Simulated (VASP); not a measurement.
# Si4S in VASP: a series of runs

Si4S is run at these levels: PBE; tasks: single point, relaxation of the atoms.

Program: VASP 6.6.1. These are calculated values, not measurements. Logs are shortened: lines on timing, memory, paths and dates and some standing lists are left out, and cuts for length are marked.

### Step 1. The cell of the first run

The cell holds a slab with vacuum, 5 atoms: a = 3.868 Å, b = 3.868 Å, c = 19.612 Å, α = 90.00°, β = 90.00°, γ = 90.00°.

### Step 2. Single point, PBE, collinear spin

INCAR

```
ALGO     = Normal         # electronic algorithm
DIPOL    = 0.5 0.5 0.342
EDIFF    = 1E-6           # SCF threshold, eV
ENCUT    = 520            # plane-wave cutoff, eV
GGA      = PE             # functional
IDIPOL   = 3            
ISIF     = 2              # what is computed and relaxed
ISMEAR   = 0              # smearing method
ISPIN    = 2              # spin polarisation
LASPH    = True           # aspherical terms in the spheres
LCHARG   = False          # write CHGCAR
LDIPOL   = True         
LORBIT   = 11             # projections on sites
LREAL    = False          # projectors in reciprocal space
LWAVE    = False          # write WAVECAR
MAGMOM   = 0 0 0 0 2      # initial moments
NBANDS   = 23             # bands
NELM     = 150            # most SCF steps
PREC     = Accurate       # precision mode
SIGMA    = 0.05           # smearing width, eV
```

KPOINTS

```
k-points
0
Gamma
  7 7 1
```

POSCAR

```
Si4S
1.0
    3.8675355712      0.0000000000      0.0000000000
    0.0000000000      3.8675355712      0.0000000000
    0.0000000000      0.0000000000     19.6115149722
Si S
4 1
Direct
    0.0000000000      0.5000000000      0.2039618054
    0.0000000000      0.0000000000      0.2736851448
    0.5000000000      0.0000000000      0.3452315372
    0.5000000000      0.5000000000      0.4136098095
    0.5000000000      1.0000000000      0.4742454231
```

Potentials or basis: VASP PAW PBE potentials, release 64 (Si, S).

Command:

```sh
cat potpaw_PBE.64/Si/POTCAR potpaw_PBE.64/S/POTCAR > POTCAR
mpirun -np 1 vasp_std > vasp.out
```

OUTCAR:

```text
EDIFF = 1E-6
   ENCUT = 520
   GGA = PE
   ISIF = 2
   ISMEAR = 0
   ISPIN = 2
   LASPH = True
   LORBIT = 11
   LREAL = False
   NELM = 150
   PREC = Accurate

 ion  position               nearest neighbor table
   1  0.000  0.500  0.204-   2 2.37   2 2.37
   2  0.000  0.000  0.274-   1 2.37   1 2.37   3 2.39   3 2.39
   3  0.500  0.000  0.345-   4 2.35   4 2.35   2 2.39   2 2.39   5 2.53
   4  0.500  0.500  0.414-   5 2.27   5 2.27   3 2.35   3 2.35
   5  0.500  0.000  0.474-   4 2.27   4 2.27   3 2.53

  LATTYP: Found a simple tetragonal cell.
 ALAT       =     3.8675355712
 C/A-ratio  =     5.0708040330

  Lattice vectors:

 A1 = (   3.8675355712,   0.0000000000,   0.0000000000)
 A2 = (   0.0000000000,   3.8675355712,   0.0000000000)
 A3 = (   0.0000000000,   0.0000000000,  19.6115149722)

Analysis of symmetry for initial positions (statically):
=====================================================================
 Subroutine PRICEL returns:
 Original cell was already a primitive cell.

 Routine SETGRP: Setting up the symmetry group for a
 simple tetragonal supercell.

 Subroutine GETGRP returns: Found  4 space group operations
 (whereof  4 operations were pure point group operations)
 out of a pool of 16 trial point group operations.

The static configuration has the point symmetry C_2v.

Analysis of symmetry for dynamics (positions and initial velocities):
=====================================================================
 Subroutine PRICEL returns:
 Original cell was already a primitive cell.

 Routine SETGRP: Setting up the symmetry group for a
 simple tetragonal supercell.

 Subroutine GETGRP returns: Found  4 space group operations
 (whereof  4 operations were pure point group operations)
 out of a pool of 16 trial point group operations.

The dynamic configuration has the point symmetry C_2v.

Analysis of structural, dynamic, and magnetic symmetry:
=====================================================================
 Subroutine PRICEL returns:
 Original cell was already a primitive cell.

 Routine SETGRP: Setting up the symmetry group for a
 simple tetragonal supercell.

 Subroutine GETGRP returns: Found  4 space group operations
 (whereof  4 operations were pure point group operations)
 out of a pool of 16 trial point group operations.

The overall configuration has the point symmetry C_2v.

[... 130 lines left out ...]
 maximum number of plane-waves:      7922
 NGX is ok and might be reduce to    30
   NGX = 15   NGY = 15   NGZ = 73

 dipolmoment           0.000000      0.000000      0.000021 electrons x Angstroem

 number of electron      21.9999997 magnetization       0.0041661

 dipolmoment           0.000000      0.000000     -0.030665 electrons x Angstroem

 Free energy of the ion-electron system (eV)
  ---------------------------------------------------
  ext. energy  EPLUGINS =         0.00000000
  ---------------------------------------------------
  free energy    TOTEN  =       -22.45848623 eV

  energy without entropy =      -22.45425778  energy(sigma->0) =      -22.45637201

 E-fermi :  -1.4769     XC(G=0):  -4.0779

 val. band max:       -1.4850951368   @ k =   0.2857   0.0000   0.0000
 cond. band min:      -1.4538838784   @ k =   0.0000   0.0000   0.0000
 fundamental gap:      0.0312112583
 Fermi energy:        -1.4769335487

 spin component 1

 k-point     1 :       0.0000    0.0000    0.0000
  band No.  band energies     occupation
      1     -15.8634      1.00000
      2     -12.1929      1.00000
      3      -9.9230      1.00000
      4      -6.8987      1.00000
      5      -6.5163      1.00000
      6      -4.2887      1.00000
[... 405 lines left out ...]
     22       6.4315      0.00000
     23       7.0386      0.00000
 Fermi energy:        -1.4769335487

 spin component 2

 k-point     1 :       0.0000    0.0000    0.0000
  band No.  band energies     occupation
      1     -15.8624      1.00000
      2     -12.1922      1.00000
      3      -9.9218      1.00000
      4      -6.8983      1.00000
      5      -6.5148      1.00000
      6      -4.2881      1.00000
[... 405 lines left out ...]
     22       6.4300      0.00000
     23       7.0298      0.00000

------------------------ aborting loop because EDIFF is reached ----------------------------------------

 vacuum level on the upper side and lower side of the slab       (xc-potential included)        -0.182         0.180

  FORCE on cell =-STRESS in cart. coord.  units (eV):
  Direction    XX          YY          ZZ          XY          YZ          ZX
  --------------------------------------------------------------------------------------
  -------------------------------------------------------------------------------------
  Total       -2.4501372      1.2318372      0.3639032      0.0000000      0.0000000      0.0000000
  in kB      -13.3820059      6.7279711      1.9875436      0.0000000      0.0000000      0.0000000
  external PRESSURE =      -1.5554970 kB  Pullay stress =       0.0000000 kB

 VOLUME and BASIS-vectors are now :
 -----------------------------------------------------------------------------
  energy-cutoff  :      520.00
  volume of cell :      293.35
      direct lattice vectors                 reciprocal lattice vectors
     3.867535571  0.000000000  0.000000000     0.258562586  0.000000000  0.000000000
     0.000000000  3.867535571  0.000000000     0.000000000  0.258562586  0.000000000
     0.000000000  0.000000000 19.611514972     0.000000000  0.000000000  0.050990451

 POSITION                                       TOTAL-FORCE (eV/Angst)
 -----------------------------------------------------------------------------------
      0.00000      1.93377      4.00000         0.000000      0.000000     -0.072716
      0.00000      0.00000      5.36738         0.000000      0.000000      0.316679
      1.93377      0.00000      6.77051         0.000000      0.000000     -0.701621
      1.93377      1.93377      8.11151         0.000000      0.000000      0.451484
      1.93377      0.00000      9.30067         0.000000      0.000000      0.006174
 -----------------------------------------------------------------------------------
    total drift:                                0.000000      0.000000     -0.000051

  FREE ENERGIE OF THE ION-ELECTRON SYSTEM (eV)
  ---------------------------------------------------
  free  energy   TOTEN  =       -22.4584862343 eV

  energy  without entropy=      -22.4542577769  energy(sigma->0) =      -22.45637201

 vacuum level on the upper side and lower side of the slab         3.518         3.889

 total charge

# of ion       s       p       d       tot
------------------------------------------
    1        0.878   0.703   0.000   1.581
    2        0.778   0.881   0.000   1.659
    3        0.808   0.833   0.000   1.641
    4        0.813   0.761   0.000   1.574
    5        1.375   2.281   0.000   3.656
--------------------------------------------------
tot          4.653   5.459   0.000  10.112

 magnetization (x)

# of ion       s       p       d       tot
------------------------------------------
    1       -0.000   0.000   0.000   0.000
    2       -0.000   0.000   0.000   0.000
    3        0.000   0.001   0.000   0.001
    4        0.000   0.000   0.000   0.000
    5        0.000   0.000   0.000   0.000
--------------------------------------------------
tot          0.000   0.002   0.000   0.002
```

OSZICAR:

```text
N       E                     dE             d eps       ncg     rms          rms(c)
DAV:   1     0.101701948112E+03    0.10170E+03   -0.70423E+03  1472   0.689E+02
DAV:   2    -0.105869081970E+02   -0.11229E+03   -0.10815E+03  2035   0.129E+02
DAV:   3    -0.219248103239E+02   -0.11338E+02   -0.11114E+02  1899   0.402E+01
[... 33 lines left out ...]
DAV:  37    -0.224584815748E+02   -0.19162E-05   -0.21934E-06  1673   0.537E-03    0.365E-04
DAV:  38    -0.224584825942E+02   -0.10194E-05   -0.19797E-06  1745   0.517E-03    0.310E-04
DAV:  39    -0.224584841982E+02   -0.16040E-05   -0.14374E-06  1604   0.453E-03    0.284E-04
DAV:  40    -0.224584854865E+02   -0.12884E-05   -0.15696E-06  1660   0.472E-03    0.193E-04
DAV:  41    -0.224584862343E+02   -0.74780E-06   -0.99911E-07  1583   0.389E-03
   1 F= -.22458486E+02 E0= -.22456372E+02  d E =-.422846E-02  mag=     0.0035
```

It took 8.6 min on 1 thread of Intel Xeon 6975P-C (Granite Rapids), shared host; peak memory 0.53 GiB.

What came out:

```
Free energy                                           : -22.4585 eV
Largest force                                         : 0.702 eV/Å
Band gap on the k mesh                                : zero (filled and empty bands overlap)
Net moment                                            : 0.00 μB per cell
Valence electrons inside the program's atomic spheres : Si 1.58, 1.66, 1.64, 1.57; S 3.66
```

Forces in eV/Å, atoms in the order of the input:
```
Si   0.000  0.000 -0.073
Si   0.000  0.000  0.317
Si   0.000  0.000 -0.702
Si   0.000  0.000  0.451
S    0.000  0.000  0.006
```

### Step 3. Relaxation of the atoms, PBE, collinear spin

INCAR

```
ALGO = Normal
DIPOL = 0.5 0.5 0.338
EDIFF = 1E-7
EDIFFG = -0.025
ENCUT = 450
GGA = PE
GGA_COMPAT = F
IBRION = 2
IDIPOL = 3
ISIF = 2
ISMEAR = 0
ISPIN = 2
KPAR = 4
LASPH = T
LCHARG = F
LDIPOL = T
LORBIT = 11
LREAL = F
LWAVE = F
MAGMOM = 0 0 0 0 2
NELM = 200
NELMDL = -8
NELMIN = 4
NSW = 36
PREC = Accurate
SIGMA = 0.05
```

KPOINTS is that of step 2.

POSCAR

```
Si4S
1.0
    3.8675355712      0.0000000000      0.0000000000
    0.0000000000      3.8675355712      0.0000000000
    0.0000000000      0.0000000000     19.6115149722
Si S
4 1
Selective dynamics
Direct
    0.0000000000      0.5000000000      0.2039618054  F F F
    0.0000000000      0.0000000000      0.2736851448  F F F
    0.5000000000      0.0000000000      0.3452315372  F F F
    0.5000000000      0.5000000000      0.4136098095  F F F
    1.0000000000      0.5000000000      0.4538822444  F F T
```

Potentials or basis: VASP PAW PBE potentials, release 64 (Si, S).

Command:

```sh
cat potpaw_PBE.64/Si/POTCAR potpaw_PBE.64/S/POTCAR > POTCAR
mpirun -np 4 vasp_std > vasp.out
```

Wall time 7.9 min (4 MPI ranks of Intel Xeon Platinum 8259CL at 2.50GHz (Skylake/Cascade Lake), shared host); peak memory 0.45 GiB.

Results (log left out):

| Item | Value |
| --- | --- |
| Free energy | -24.1828 eV |
| Energy gained by relaxing | 113.6 meV/atom |
| Ionic steps | 4 |
| Band gap on the k mesh | zero (filled and empty bands overlap) |
| Net moment | 0.00 μB per cell |
| Valence electrons inside the program's atomic spheres | Si 1.57, 1.67, 1.56 (each value once); S 3.67 |

Step by step:
| step | energy change (eV) | largest force on free atoms (eV/Å) | pressure (GPa) |
| --- | --- | --- | --- |
| 1 | 0.0000 | 2.4744 | 0.53 |
| 2 | -0.2644 | 1.9276 | -0.11 |
| 3 | -0.5667 | 0.1476 | -1.37 |
| 4 | -0.5682 | 0.0193 | -1.46 |

Final structure:
```cif
data_structure
_symmetry_space_group_name_H-M 'P 1'
_symmetry_Int_Tables_number 1
_cell_length_a 3.8675
_cell_length_b 3.8675
_cell_length_c 19.6115
_cell_angle_alpha 90.000
_cell_angle_beta 90.000
_cell_angle_gamma 90.000
_cell_volume 293.35
loop_
_atom_site_label
_atom_site_type_symbol
_atom_site_fract_x
_atom_site_fract_y
_atom_site_fract_z
_atom_site_occupancy
Si1 Si 0.00000 0.50000 0.20396 1
Si2 Si 0.00000 0.00000 0.27369 1
Si3 Si 0.50000 0.00000 0.34523 1
Si4 Si 0.50000 0.50000 0.41361 1
S1 S 0.00000 0.50000 0.47539 1
```

Levels at points of the mesh, in eV from the Fermi level:
Spin up:
```csv
k point,band 7,band 8,band 9,band 10,band 11,band 12,band 13,band 14,band 15,band 16
"(0.00, 0.00, 0.00)",-2.21,-1.48,-1.26,-0.53,0.18,0.68,1.57,1.91,2.21,3.10
```
Spin down:
```
           k point  band 8  band 9  band 10  band 11  band 12  band 13  band 14  band 15
(0.00, 0.00, 0.00)   -1.48   -1.26    -0.53     0.18     0.68     1.57     1.91     2.21
```
